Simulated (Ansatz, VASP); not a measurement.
## S in VASP and in Ansatz

```
S
1.0
     0.00000    2.91528    2.91528
     2.91528    0.00000    2.91528
     2.91528    2.91528    0.00000
S
2
Direct
  0.00000 0.00000 0.00000
  0.25000 0.25000 0.25000
```

Change from the starting cell: volume scaled by 1.02.

Alike in both runs: task single point; functional PBE; k mesh 12 × 12 × 12; occupations fermi-dirac, width 0.05 eV; no spin polarisation.

|  | VASP | Ansatz |
| --- | --- | --- |
| version | VASP 6.6.1 | Ansatz 0.2.0 |
| potentials or method | VASP PAW PBE potentials, release 64 (S), cutoff 520 eV | all-electron LAPW, scalar-relativistic |

```csv
,VASP,Ansatz,Ansatz less VASP
pressure (GPa),-0.9,-0.8,+0.09
```

Ansatz ran all-electron here, and VASP with PAW potentials.
